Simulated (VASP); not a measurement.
A run of VASP 6.6.1 is set up as follows.

Contents of INCAR:

```
  PREC = Accurate
  ENCUT = 520
  EDIFF = 1E-6
  ISMEAR = -1
  SIGMA = 0.05
  LREAL = False
  LASPH = True
  NELM = 60
  ALGO = Normal
  ISIF = 2
  LWAVE = False
  LCHARG = False
  GGA = PE
  NBANDS = 35
```

Contents of KPOINTS:

```
regular mesh
0
Gamma
  10 10 3
```

File POSCAR:

```
MoS2
1.0
    3.1182800462      0.0000000000      0.0000000000
   -1.5591400231      2.7005097384      0.0000000000
    0.0000000000      0.0000000000     12.1288306856
Mo S
2 4
Direct
    0.3333333333      0.6666666667      0.2500000000
    0.6666666667      0.3333333333      0.7500000000
    0.3333333333      0.6666666667      0.6275000000
    0.6666666667      0.3333333333      0.1275000000
    0.3333333333      0.6666666667      0.8725000000
    0.6666666667      0.3333333333      0.3725000000
```

Potentials or basis: VASP PAW PBE potentials, release 64 (Mo_sv, S).

The run is started by

```bash
$ cat potpaw_PBE.64/Mo_sv/POTCAR potpaw_PBE.64/S/POTCAR > POTCAR
$ mpirun -np 1 vasp_std > vasp.out
```

Q: What does it give for the band gap on the k mesh?

A: 0.89 eV, indirect (least direct gap 1.98 eV).

Q: Predict the largest force.

A: 2.002 eV/Å.

Forces on the atoms (eV/Å):
```
Mo   0.000  0.000  0.000
Mo   0.000  0.000  0.000
S    0.000  0.000 -2.002
S    0.000  0.000 -2.002
S    0.000  0.000  2.002
S    0.000  0.000  2.002
```

Caveat: forces of over 1 eV/Å act on the atoms, so gaps and moduli don't describe the material at rest. A k mesh can miss the band edges.
